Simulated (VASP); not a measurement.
Write the native input for VASP 6.6.1 that does the following.

| Property | Result |
| --- | --- |
| Task | single point |
| Functional | PBE |
| Potentials or basis | VASP PAW PBE potentials, release 64 (K_sv, Br) |
| Cutoff | 500 eV |
| k mesh | 4 × 4 × 4 |
| Occupations | methfessel-paxton, width 0.001 eV |
| Spin | no spin polarisation |
| Dipole correction | no |
| Further INCAR settings | ALGO = Normal; EDIFF = 1e-06; NBANDS = 15 |

The structure of KBr lies in POSCAR:

```
KBr
1.0
    0.0000000000      3.3022478201      3.3022478201
    3.3022478201      0.0000000000      3.3022478201
    3.3022478201      3.3022478201      0.0000000000
K Br
1 1
Direct
    0.0000000000      0.0000000000      0.0000000000
    0.5000000000      0.5000000000      0.5000000000
```

The input as run:

INCAR

```
SYSTEM = KBr
ALGO = Normal
EDIFF = 1E-6
ENCUT = 500
GGA = PE
GGA_COMPAT = .False.
ISIF = 2
ISMEAR = 1
LASPH = .True.
LCHARG = .False.
LREAL = .False.
LWAVE = .False.
NBANDS = 15
NELM = 120
PREC = Accurate
SIGMA = 0.001
```

KPOINTS

```
k-points
0
Gamma
  4 4 4
  0 0 0
```

Potentials or basis: VASP PAW PBE potentials, release 64 (K_sv, Br).

Command:

```bash
$ cat potpaw_PBE.64/K_sv/POTCAR potpaw_PBE.64/Br/POTCAR > POTCAR
$ mpirun -np 1 vasp_std > vasp.out
```

Results of the run:

The pressure is 0.7 GPa and the band gap on the k mesh is 4.43 eV.

It took 14 s on 1 thread of Intel(R) Xeon(R) Platinum 8488C (Sapphire Rapids), on a shared host, peak memory 0.2 GiB.
